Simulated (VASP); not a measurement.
# Re2C3 (Pm-3m) in VASP: single point with PBE

Aim: the single point of Re2C3 with PBE.

Program: VASP 6.6.1. These are calculated values, not measurements. Logs are shortened: lines on timing, memory, paths and dates and some standing lists are left out, and cuts for length are marked.

**1. The cell of the first run**

The structure is cubic, space group Pm-3m (No. 221). Conventional cell: a = 3.926 Å, b = 3.926 Å, c = 3.926 Å, α = 90.00°, β = 90.00°, γ = 90.00°. Re (site symmetry m-3m) has 12 C at 2.78 Å and 8 Re at 3.40 Å within 3.7 Å. Re (site symmetry m-3m) has 6 C at 1.96 Å within 2.6 Å. C (site symmetry 4/mmm) has 2 Re at 1.96 Å within 2.6 Å.

The cell was generated, and may not be a known phase.

**2. Single point, PBE**

The input, INCAR:

```
PREC = Accurate
ENCUT = 700
EDIFF = 1E-6
ISMEAR = 0
SIGMA = 0.1
LREAL = F
LASPH = T
NELM = 120
ALGO = Normal
ISIF = 2
LWAVE = F
LCHARG = F
GGA = PE
NBANDS = 29
GGA_COMPAT = F
```

The input, KPOINTS:

```
Automatic mesh
0
Gamma
  4 4 4
```

The input, POSCAR:

```
Re2C3
1.0
    3.9263937827      0.0000000000      0.0000000000
    0.0000000000      3.9263937827      0.0000000000
    0.0000000000      0.0000000000      3.9263937827
Re C
2 3
Direct
    0.5000000000      0.5000000000      0.5000000000
    0.0000000000      0.0000000000      0.0000000000
    0.5000000000      0.0000000000      0.0000000000
    0.0000000000      0.5000000000      0.0000000000
    0.0000000000      0.0000000000      0.5000000000
```

Potentials or basis: VASP PAW PBE potentials, release 64 (Re_sv_GW, C).

The run is started by

```bash
$ cat potpaw_PBE.64/Re_sv_GW/POTCAR potpaw_PBE.64/C/POTCAR > POTCAR
$ mpirun -np 1 vasp_std > vasp.out
```

OUTCAR:

```text
PREC = Accurate
   ENCUT = 700
   EDIFF = 1E-6
   ISMEAR = 0
   LREAL = F
   LASPH = T
   NELM = 120
   ISIF = 2
   GGA = PE

 ion  position               nearest neighbor table
   1  0.500  0.500  0.500-
   2  0.000  0.000  0.000-   3 1.96   4 1.96   5 1.96   5 1.96   4 1.96   3 1.96
   3  0.500  0.000  0.000-   2 1.96   2 1.96
   4  0.000  0.500  0.000-   2 1.96   2 1.96
   5  0.000  0.000  0.500-   2 1.96   2 1.96

  LATTYP: Found a simple cubic cell.
 ALAT       =     3.9263937827

  Lattice vectors:

 A1 = (   3.9263937827,   0.0000000000,   0.0000000000)
 A2 = (   0.0000000000,   3.9263937827,   0.0000000000)
 A3 = (   0.0000000000,   0.0000000000,   3.9263937827)

Analysis of symmetry for initial positions (statically):
=====================================================================
 Subroutine PRICEL returns:
 Original cell was already a primitive cell.

 Routine SETGRP: Setting up the symmetry group for a
 simple cubic supercell.

 Subroutine GETGRP returns: Found 48 space group operations
 (whereof 48 operations were pure point group operations)
 out of a pool of 48 trial point group operations.

The static configuration has the point symmetry O_h .

Analysis of symmetry for dynamics (positions and initial velocities):
=====================================================================
 Subroutine PRICEL returns:
 Original cell was already a primitive cell.

 Routine SETGRP: Setting up the symmetry group for a
 simple cubic supercell.

 Subroutine GETGRP returns: Found 48 space group operations
 (whereof 48 operations were pure point group operations)
 out of a pool of 48 trial point group operations.

The dynamic configuration has the point symmetry O_h .

 Subroutine INISYM returns: Found 48 space group operations
 (whereof 48 operations are pure point group operations),
 and found     1 'primitive' translations

----------------------------------------------------------------------------------------

                                     Primitive cell

  volume of cell :      60.5315

  direct lattice vectors                    reciprocal lattice vectors
     3.926393783  0.000000000  0.000000000     0.254686630  0.000000000  0.000000000
     0.000000000  3.926393783  0.000000000     0.000000000  0.254686630  0.000000000
     0.000000000  0.000000000  3.926393783     0.000000000  0.000000000  0.254686630

  length of vectors
     3.926393783  3.926393783  3.926393783     0.254686630  0.254686630  0.254686630

  position of ions in fractional coordinates (direct lattice)
     0.500000000  0.500000000  0.500000000
     0.000000000  0.000000000  0.000000000
     0.500000000  0.000000000  0.000000000
     0.000000000  0.500000000  0.000000000
     0.000000000  0.000000000  0.500000000

  ion indices of the primitive-cell ions
   primitive index   ion index
                 1           1
                 2           2
                 3           3
                 4           4
                 5           5

----------------------------------------------------------------------------------------

 KPOINTS: Automatic mesh

Automatic generation of k-mesh.
 Grid dimensions read from file:
 generate k-points for:    4    4    4

 Generating k-lattice:

  Cartesian coordinates                     Fractional coordinates (reciprocal lattice)
     0.063671657  0.000000000  0.000000000     0.250000000  0.000000000  0.000000000
     0.000000000  0.063671657  0.000000000     0.000000000  0.250000000  0.000000000
     0.000000000  0.000000000  0.063671657     0.000000000  0.000000000  0.250000000

  Length of vectors
     0.063671657  0.063671657  0.063671657

  Shift w.r.t. Gamma in fractional coordinates (k-lattice)
     0.000000000  0.000000000  0.000000000

 Subroutine IBZKPT returns following result:
 ===========================================

 Found     10 irreducible k-points:

 Following reciprocal coordinates:
            Coordinates               Weight
  0.000000  0.000000  0.000000      1.000000
  0.250000  0.000000  0.000000      6.000000
  0.500000  0.000000  0.000000      3.000000
  0.250000  0.250000  0.000000     12.000000
  0.500000  0.250000  0.000000     12.000000
  0.500000  0.500000  0.000000      3.000000
  0.250000  0.250000  0.250000      8.000000
  0.500000  0.250000  0.250000     12.000000
  0.500000  0.500000  0.250000      6.000000
  0.500000  0.500000  0.500000      1.000000
   k-points           NKPTS =     10   k-points in BZ     NKDIM =     10   number of bands    NBANDS=     29
   number of dos      NEDOS =    301   number of ions     NIONS =      5
   total plane-waves  NPLWV =  46656
   dimension x,y,z NGX =    36 NGY =   36 NGZ =   36
   dimension x,y,z NGXF=    72 NGYF=   72 NGZF=   72
   ions per type =               2   3
   NGX,Y,Z   is equivalent  to a cutoff of  15.24, 15.24, 15.24 a.u.
   NGXF,Y,Z  is equivalent  to a cutoff of  30.49, 30.49, 30.49 a.u.
 SYSTEM =  unknown system
   PREC   = accura    normal or accurate (medium, high low for compatibility)
   ISTART =      0    job   : 0-new  1-cont  2-samecut
   ICHARG =      2    charge: 1-file 2-atom 10-const
   ISPIN  =      1    spin polarized calculation?
   LNONCOLLINEAR =      F non collinear calculations
   LSORBIT =      F    spin-orbit coupling
   LASPH  =      T    aspherical Exc in radial PAW
   ENCUT  =  700.0 eV  51.45 Ry    7.17 a.u.   8.47  8.47  8.47*2*pi/ulx,y,z
   NELM   =    120;   NELMIN=  2; NELMDL= -5     # of ELM steps
   EDIFF  = 0.1E-05   stopping-criterion for ELM
   LREAL  =      F    real-space projection
   EDIFFG = 0.1E-04   stopping-criterion for IOM
   NSW    =      0    number of steps for IOM
   IBRION =     -1    ionic relax: 0-MD 1-quasi-New 2-CG
   NFREE  =      0    steps in history (QN), initial steepest desc. (CG)
   ISIF   =      2    stress and relaxation
   ISYM   =      2    0-nonsym 1-usesym 2-fastsym
   POTIM  = 0.5000    time-step for ionic-motion
   TEBEG  =    0.0;   TEEND  =   0.0 temperature during run
   PSTRESS=    0.0 pullay stress
   NELECT =      42.0000    total number of electrons
   NUPDOWN=      -1.0000    fix difference up-down
   EMIN   =  10.00;   EMAX   =-10.00  energy-range for DOS
   EFERMI =   0.00;   METHOD = LEGACY
   ISMEAR =     0;   SIGMA  =   0.10  broadening in eV -4-tet -1-fermi 0-gaus
   EFERMI_NEDOS =   21; number of points for ismear=-14 and -15
   IALGO  =     38    algorithm
   IMIX   =      4    mixing-type and parameters
     AMIX     =   0.40;   BMIX     =  1.00
     AMIX_MAG =   1.60;   BMIX_MAG =  1.00
  volume/ion in A,a.u.               =      12.11        81.70
  Fermi-wavevector in a.u.,A,eV,Ry     =   1.449319  2.738816 28.579397  2.100526
  Thomas-Fermi vector in A             =   2.567059
   LORBIT       =      0    0 simple, 1 ext, 2 COOP (PROOUT), +10 PAW based schemes
   GGA     = PE    functional components
   LHFCALC =     F    Hartree Fock is set to
   AEXX    =    0.0000 exact exchange contribution
   IVDW    =     0    specifies the selected vdW correction
   LEPSILON=     F    determine dielectric tensor
   LRPA    =     F    only Hartree local field effects (RPA)
 non-spin polarized calculation
 Gauss-broadening in eV      SIGMA  =   0.10
  energy-cutoff  :      700.00
  volume of cell :       60.53
 maximum number of plane-waves:      2560
 NGX is ok and might be reduce to    36
   NGX = 17   NGY = 17   NGZ = 17

 number of electron      41.9999999 magnetization

 Free energy of the ion-electron system (eV)
  ---------------------------------------------------
  ext. energy  EPLUGINS =         0.00000000
  ---------------------------------------------------
  free energy    TOTEN  =       -43.59257091 eV

  energy without entropy =      -43.55606933  energy(sigma->0) =      -43.57432012

 E-fermi :   8.5335     XC(G=0): -12.3737

 val. band max:        8.5089903422   @ k =   0.5000   0.2500   0.2500
 cond. band min:       8.5577406497   @ k =   0.5000   0.2500   0.0000
 fundamental gap:      0.0487503076
 Fermi energy:         8.5334702970

 k-point     1 :       0.0000    0.0000    0.0000
  band No.  band energies     occupation
      1     -72.3745      2.00000
      2     -71.8764      2.00000
      3     -34.3265      2.00000
      4     -34.3265      2.00000
      5     -34.3265      2.00000
      6     -33.6373      2.00000
[... 21 lines left out ...]
     28       9.6991      0.00000
     29      10.0976      0.00000

 k-point     2 :       0.2500    0.0000    0.0000
  band No.  band energies     occupation
      1     -72.3746      2.00000
      2     -71.8764      2.00000
      3     -34.3295      2.00000
      4     -34.3246      2.00000
      5     -34.3246      2.00000
      6     -33.6440      2.00000
[... 21 lines left out ...]
     28      10.8473      0.00000
     29      12.0025      0.00000

 k-point     3 :       0.5000    0.0000    0.0000
  band No.  band energies     occupation
      1     -72.3746      2.00000
      2     -71.8763      2.00000
      3     -34.3324      2.00000
      4     -34.3227      2.00000
      5     -34.3227      2.00000
      6     -33.6507      2.00000
[... 21 lines left out ...]
     28      12.1929      0.00000
     29      13.4566      0.00000

 k-point     4 :       0.2500    0.2500    0.0000
  band No.  band energies     occupation
      1     -72.3746      2.00000
      2     -71.8763      2.00000
      3     -34.3304      2.00000
      4     -34.3277      2.00000
      5     -34.3232      2.00000
      6     -33.6446      2.00000
[... 149 lines left out ...]
     28      12.2144      0.00000
     29      13.5960      0.00000

 k-point     9 :       0.5000    0.5000    0.2500
  band No.  band energies     occupation
      1     -72.3746      2.00000
      2     -71.8761      2.00000
      3     -34.3316      2.00000
      4     -34.3316      2.00000
      5     -34.3248      2.00000
      6     -33.6469      2.00000
[... 21 lines left out ...]
     28      12.1756      0.00000
     29      12.8474      0.00000

 k-point    10 :       0.5000    0.5000    0.5000
  band No.  band energies     occupation
      1     -72.3746      2.00000
      2     -71.8760      2.00000
      3     -34.3287      2.00000
      4     -34.3287      2.00000
      5     -34.3287      2.00000
      6     -33.6485      2.00000
[... 21 lines left out ...]
     28      11.8704      0.00000
     29      11.8704      0.00000

------------------------ aborting loop because EDIFF is reached ----------------------------------------

  FORCE on cell =-STRESS in cart. coord.  units (eV):
  Direction    XX          YY          ZZ          XY          YZ          ZX
  --------------------------------------------------------------------------------------
  -------------------------------------------------------------------------------------
  Total       -0.0087949     -0.0087949     -0.0087949      0.0000000     -0.0000000      0.0000000
  in kB       -0.2327879     -0.2327879     -0.2327879      0.0000000     -0.0000000      0.0000000
  external PRESSURE =      -0.2327879 kB  Pullay stress =       0.0000000 kB

 VOLUME and BASIS-vectors are now :
 -----------------------------------------------------------------------------
  energy-cutoff  :      700.00
  volume of cell :       60.53
      direct lattice vectors                 reciprocal lattice vectors
     3.926393783  0.000000000  0.000000000     0.254686630  0.000000000  0.000000000
     0.000000000  3.926393783  0.000000000     0.000000000  0.254686630  0.000000000
     0.000000000  0.000000000  3.926393783     0.000000000  0.000000000  0.254686630

 POSITION                                       TOTAL-FORCE (eV/Angst)
 -----------------------------------------------------------------------------------
      1.96320      1.96320      1.96320         0.000000      0.000000      0.000000
      0.00000      0.00000      0.00000         0.000000      0.000000      0.000000
      1.96320      0.00000      0.00000         0.000000      0.000000      0.000000
      0.00000      1.96320      0.00000         0.000000      0.000000      0.000000
      0.00000      0.00000      1.96320         0.000000      0.000000      0.000000
 -----------------------------------------------------------------------------------
    total drift:                                0.000000      0.000000      0.000000

  FREE ENERGIE OF THE ION-ELECTRON SYSTEM (eV)
  ---------------------------------------------------
  free  energy   TOTEN  =       -43.5925709144 eV

  energy  without entropy=      -43.5560693293  energy(sigma->0) =      -43.57432012
```

Run time: 22 s. Hardware: 1 thread of Intel Xeon 6975P-C (Granite Rapids), shared host; peak memory 0.21 GiB.

Results:

```yaml
Free_energy: -43.5926 eV
Pressure: 0.0 GPa
Band_gap_on_the_k_mesh: zero (bands 21 and 22 overlap by 0.56 eV)
```

Caveat: the k points lie up to 0.40 Å⁻¹ apart, too coarse for converged energies and pressures of a metal; spin-orbit coupling is left out, which moves the levels of the heavy elements.

The gap in the log of VASP goes by the Fermi energy; the results here count the filled bands.